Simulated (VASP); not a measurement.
# Rh (P6_3/mmc) in VASP: a series of runs

The runs below take Rh through single point, with PBE.

Everything below comes from runs of VASP 6.6.1. Logs are shortened: lines on timing, memory, paths and dates and some standing lists are left out, and cuts for length are marked.

## Step 1: The cell of the first run

Symmetry: P6_3/mmc, No. 194, hexagonal system. Conventional cell: a = 2.752 Å, b = 2.752 Å, c = 4.175 Å, α = 90.00°, β = 90.00°, γ = 120.00°. Rh (site symmetry -6m2) has 12 Rh at 2.62 to 2.75 Å within 3.5 Å.

## Step 2: Single point, PBE

INCAR reads:

```
PREC = Accurate
ENCUT = 520
EDIFF = 1E-7
ISMEAR = 0
SIGMA = 0.15
LREAL = False
LASPH = True
NELM = 60
ALGO = Fast
ISIF = 2
LWAVE = False
LCHARG = True
GGA = PE
LELF = True
LVHAR = True
NBANDS = 22
```

KPOINTS reads:

```
Automatic mesh
0
Gamma
  18 18 10
```

POSCAR reads:

```
Rh
1.0
    2.7521000000      0.0000000000      0.0000000000
   -1.3760500000      2.3833885137      0.0000000000
    0.0000000000      0.0000000000      4.1746000000
Rh
2
Direct
    0.6666666667      0.3333333333      0.7500000000
    0.3333333333      0.6666666667      0.2500000000
```

Potentials or basis: VASP PAW PBE potentials, release 64 (Rh_pv).

Launch:

```console
$ cat potpaw_PBE.64/Rh_pv/POTCAR > POTCAR
$ mpirun -np 1 vasp_std > vasp.out
```

OUTCAR:

```text
PREC = Accurate
   ENCUT = 520
   EDIFF = 1E-7
   ISMEAR = 0
   LREAL = False
   LASPH = True
   NELM = 60
   ISIF = 2
   GGA = PE

 ion  position               nearest neighbor table
   1  0.667  0.333  0.750-   2 2.62   2 2.62   2 2.62   2 2.62   2 2.62   2 2.62
   2  0.333  0.667  0.250-   1 2.62   1 2.62   1 2.62   1 2.62   1 2.62   1 2.62

  LATTYP: Found a hexagonal cell.
 ALAT       =     2.7521000000
 C/A-ratio  =     1.5168780204

  Lattice vectors:

 A1 = (   2.7521000000,   0.0000000000,   0.0000000000)
 A2 = (  -1.3760500000,   2.3833885137,   0.0000000000)
 A3 = (   0.0000000000,   0.0000000000,   4.1746000000)

Analysis of symmetry for initial positions (statically):
[... 35 lines left out ...]
                                     Primitive cell

  volume of cell :      27.3826

  direct lattice vectors                    reciprocal lattice vectors
     2.752100000  0.000000000  0.000000000     0.363358890  0.209785353  0.000000000
    -1.376050000  2.383388514  0.000000000     0.000000000  0.419570705  0.000000000
     0.000000000  0.000000000  4.174600000     0.000000000  0.000000000  0.239543908

  length of vectors
     2.752100000  2.752100000  4.174600000     0.419570705  0.419570705  0.239543908

  position of ions in fractional coordinates (direct lattice)
     0.666666667  0.333333333  0.750000000
     0.333333333  0.666666667  0.250000000

  ion indices of the primitive-cell ions
   primitive index   ion index
                 1           1
                 2           2

----------------------------------------------------------------------------------------

 KPOINTS: Automatic mesh

Automatic generation of k-mesh.
 Grid dimensions read from file:
 generate k-points for:   18   18   10

 Generating k-lattice:

  Cartesian coordinates                     Fractional coordinates (reciprocal lattice)
     0.020186605  0.011654742  0.000000000     0.055555556 -0.000000000  0.000000000
     0.000000000  0.023309484  0.000000000     0.000000000  0.055555556  0.000000000
     0.000000000  0.000000000  0.023954391     0.000000000  0.000000000  0.100000000

  Length of vectors
     0.023309484  0.023309484  0.023954391

  Shift w.r.t. Gamma in fractional coordinates (k-lattice)
     0.000000000  0.000000000  0.000000000

 Subroutine IBZKPT returns following result:
 ===========================================

 Found    222 irreducible k-points:

 Following reciprocal coordinates:
            Coordinates               Weight
  0.000000  0.000000  0.000000      1.000000
  0.055556  0.000000  0.000000      6.000000
  0.111111  0.000000  0.000000      6.000000
  0.166667  0.000000  0.000000      6.000000
  0.222222  0.000000  0.000000      6.000000
  0.277778  0.000000  0.000000      6.000000
[... 16 lines left out ...]
  0.333333  0.111111  0.000000     12.000000
  0.388889  0.111111  0.000000     12.000000
 [... further k-points ...]
   k-points           NKPTS =    222   k-points in BZ     NKDIM =    222   number of bands    NBANDS=     22
   number of dos      NEDOS =    301   number of ions     NIONS =      2
   total plane-waves  NPLWV =  12800
   dimension x,y,z NGX =    20 NGY =   20 NGZ =   32
   dimension x,y,z NGXF=    40 NGYF=   40 NGZF=   64
   ions per type =               2
   NGX,Y,Z   is equivalent  to a cutoff of  12.08, 12.08, 12.74 a.u.
   NGXF,Y,Z  is equivalent  to a cutoff of  24.16, 24.16, 25.49 a.u.
 SYSTEM =  unknown system
   PREC   = accura    normal or accurate (medium, high low for compatibility)
   ISTART =      0    job   : 0-new  1-cont  2-samecut
   ICHARG =      2    charge: 1-file 2-atom 10-const
   ISPIN  =      1    spin polarized calculation?
   LNONCOLLINEAR =      F non collinear calculations
   LSORBIT =      F    spin-orbit coupling
   LASPH  =      T    aspherical Exc in radial PAW
   ENCUT  =  520.0 eV  38.22 Ry    6.18 a.u.   5.12  5.12  7.76*2*pi/ulx,y,z
   NELM   =     60;   NELMIN=  2; NELMDL= -5     # of ELM steps
   EDIFF  = 0.1E-06   stopping-criterion for ELM
   LREAL  =      F    real-space projection
   EDIFFG = 0.1E-05   stopping-criterion for IOM
   NSW    =      0    number of steps for IOM
   IBRION =     -1    ionic relax: 0-MD 1-quasi-New 2-CG
   NFREE  =      0    steps in history (QN), initial steepest desc. (CG)
   ISIF   =      2    stress and relaxation
   ISYM   =      2    0-nonsym 1-usesym 2-fastsym
   POTIM  = 0.5000    time-step for ionic-motion
   TEBEG  =    0.0;   TEEND  =   0.0 temperature during run
   PSTRESS=    0.0 pullay stress
   NELECT =      30.0000    total number of electrons
   NUPDOWN=      -1.0000    fix difference up-down
   EMIN   =  10.00;   EMAX   =-10.00  energy-range for DOS
   EFERMI =   0.00;   METHOD = LEGACY
   ISMEAR =     0;   SIGMA  =   0.15  broadening in eV -4-tet -1-fermi 0-gaus
   EFERMI_NEDOS =   21; number of points for ismear=-14 and -15
   IALGO  =     68    algorithm
   IMIX   =      4    mixing-type and parameters
     AMIX     =   0.40;   BMIX     =  1.00
     AMIX_MAG =   1.60;   BMIX_MAG =  1.00
  volume/ion in A,a.u.               =      13.69        92.39
  Fermi-wavevector in a.u.,A,eV,Ry     =   1.687682  3.189256 38.753072  2.848270
  Thomas-Fermi vector in A             =   2.770124
   LORBIT       =      0    0 simple, 1 ext, 2 COOP (PROOUT), +10 PAW based schemes
   GGA     = PE    functional components
   LHFCALC =     F    Hartree Fock is set to
   AEXX    =    0.0000 exact exchange contribution
   IVDW    =     0    specifies the selected vdW correction
   LEPSILON=     F    determine dielectric tensor
   LRPA    =     F    only Hartree local field effects (RPA)
 non-spin polarized calculation
 RMM-DIIS sequential band-by-band and
 Gauss-broadening in eV      SIGMA  =   0.15
  energy-cutoff  :      520.00
  volume of cell :       27.38
 maximum number of plane-waves:       750
   NGX = 11   NGY = 11   NGZ = 15

 number of electron      30.0000002 magnetization

 Free energy of the ion-electron system (eV)
  ---------------------------------------------------
  ext. energy  EPLUGINS =         0.00000000
  ---------------------------------------------------
  free energy    TOTEN  =       -14.37852643 eV

  energy without entropy =      -14.33876355  energy(sigma->0) =      -14.35864499

 E-fermi :  12.1032     XC(G=0): -14.0517

 val. band max:       12.0971197571   @ k =   0.3889   0.2222   0.1000
 cond. band min:      12.1045829130   @ k =   0.3889   0.2222   0.0000
 fundamental gap:      0.0074631559
 Fermi energy:        12.1031657450

 k-point     1 :       0.0000    0.0000    0.0000
  band No.  band energies     occupation
      1     -35.2601      2.00000
      2     -34.5291      2.00000
      3     -34.5291      2.00000
      4     -34.3830      2.00000
      5     -34.3762      2.00000
      6     -34.3762      2.00000
[... 14 lines left out ...]
     21      30.9938      0.00000
     22      31.1212      0.00000

 k-point     2 :       0.0556    0.0000    0.0000
  band No.  band energies     occupation
      1     -35.2525      2.00000
      2     -34.5422      2.00000
      3     -34.5341      2.00000
      4     -34.3903      2.00000
      5     -34.3874      2.00000
      6     -34.3777      2.00000
[... 14 lines left out ...]
     21      31.0424      0.00000
     22      31.2132      0.00000

 k-point     3 :       0.1111    0.0000    0.0000
  band No.  band energies     occupation
      1     -35.2303      2.00000
      2     -34.5803      2.00000
      3     -34.5483      2.00000
      4     -34.4308      2.00000
      5     -34.4003      2.00000
      6     -34.3822      2.00000
[... 14 lines left out ...]
     21      30.7794      0.00000
     22      31.4423      0.00000

 k-point     4 :       0.1667    0.0000    0.0000
  band No.  band energies     occupation
      1     -35.1948      2.00000
      2     -34.6387      2.00000
      3     -34.5695      2.00000
      4     -34.4920      2.00000
      5     -34.4217      2.00000
      6     -34.3897      2.00000
[... 14 lines left out ...]
     21      30.3565      0.00000
     22      30.4882      0.00000

 k-point     5 :       0.2222    0.0000    0.0000
  band No.  band energies     occupation
      1     -35.1479      2.00000
      2     -34.7107      2.00000
      3     -34.5948      2.00000
      4     -34.5656      2.00000
      5     -34.4512      2.00000
      6     -34.3995      2.00000
[... 14 lines left out ...]
     21      29.0166      0.00000
     22      30.1233      0.00000

 k-point     6 :       0.2778    0.0000    0.0000
  band No.  band energies     occupation
      1     -35.0928      2.00000
      2     -34.7878      2.00000
      3     -34.6422      2.00000
      4     -34.6210      2.00000
      5     -34.4877      2.00000
      6     -34.4105      2.00000
[... 14 lines left out ...]
     21      27.6204      0.00000
     22      29.0660      0.00000

 k-point     7 :       0.3333    0.0000    0.0000
  band No.  band energies     occupation
      1     -35.0335      2.00000
      2     -34.8606      2.00000
      3     -34.7127      2.00000
      4     -34.6451      2.00000
      5     -34.5295      2.00000
      6     -34.4213      2.00000
[... 324 lines left out ...]
      6     -34.4210      2.00000
[... 14 lines left out ...]
     21      26.9862      0.00000
     22      29.9399      0.00000

 k-point    21 :       0.2222    0.1111    0.0000
  band No.  band energies     occupation
      1     -35.0746      2.00000
      2     -34.7831      2.00000
      3     -34.7099      2.00000
      4     -34.5902      2.00000
      5     -34.5002      2.00000
      6     -34.4374      2.00000
[... 14 lines left out ...]
     21      25.9218      0.00000
     22      29.0338      0.00000

 k-point    22 :       0.2778    0.1111    0.0000
  band No.  band energies     occupation
      1     -35.0162      2.00000
      2     -34.8520      2.00000
      3     -34.7491      2.00000
      4     -34.6351      2.00000
      5     -34.5422      2.00000
      6     -34.4521      2.00000
[... 14 lines left out ...]
     21      24.8744      0.00000
     22      28.2611      0.00000

 k-point    23 :       0.3333    0.1111    0.0000
  band No.  band energies     occupation
      1     -34.9589      2.00000
      2     -34.9089      2.00000
      3     -34.7791      2.00000
      4     -34.6723      2.00000
      5     -34.5860      2.00000
      6     -34.4638      2.00000
[... 14 lines left out ...]
     21      23.9712      0.00000
     22      27.6136      0.00000

 k-point    24 :       0.3889    0.1111    0.0000
  band No.  band energies     occupation
      1     -34.9462      2.00000
      2     -34.9122      2.00000
      3     -34.7982      2.00000
      4     -34.6967      2.00000
      5     -34.6240      2.00000
      6     -34.4713      2.00000
[... 14 lines left out ...]
     21      23.5807      0.00000
     22      27.0845      0.00000

 [... further k-points ...]
[... 5 lines left out ...]
  --------------------------------------------------------------------------------------
  -------------------------------------------------------------------------------------
  Total        0.6687082      0.6687082      3.6382400      0.0000000      0.0000000      0.0000000
  in kB       39.1267108     39.1267108    212.8766422      0.0000000      0.0000000      0.0000000
  external PRESSURE =      97.0433546 kB  Pullay stress =       0.0000000 kB

 VOLUME and BASIS-vectors are now :
 -----------------------------------------------------------------------------
  energy-cutoff  :      520.00
  volume of cell :       27.38
      direct lattice vectors                 reciprocal lattice vectors
     2.752100000  0.000000000  0.000000000     0.363358890  0.209785353  0.000000000
    -1.376050000  2.383388514  0.000000000     0.000000000  0.419570705  0.000000000
     0.000000000  0.000000000  4.174600000     0.000000000  0.000000000  0.239543908

 POSITION                                       TOTAL-FORCE (eV/Angst)
 -----------------------------------------------------------------------------------
      1.37605      0.79446      3.13095        -0.000000     -0.000000      0.000000
     -0.00000      1.58893      1.04365         0.000000      0.000000      0.000000
 -----------------------------------------------------------------------------------
    total drift:                               -0.000000      0.000000     -0.000000

  FREE ENERGIE OF THE ION-ELECTRON SYSTEM (eV)
  ---------------------------------------------------
  free  energy   TOTEN  =       -14.3785264280 eV

  energy  without entropy=      -14.3387635530  energy(sigma->0) =      -14.35864499
```

It took 61 s on 1 thread of Intel Xeon Platinum 8559C (Emerald Rapids), shared host; peak memory 0.21 GiB.

What came out:

```
Free energy            : -14.3785 eV
Pressure               : 9.7 GPa
Band gap on the k mesh : zero (band 15 reaches 12.63 eV, above the bottom of band 16 at 10.42 eV)
```

Stress tensor (GPa, compression positive):
```
 3.91  0.00  0.00
 0.00  3.91  0.00
 0.00  0.00 21.29
```

(Continued in part 2 of 3.)
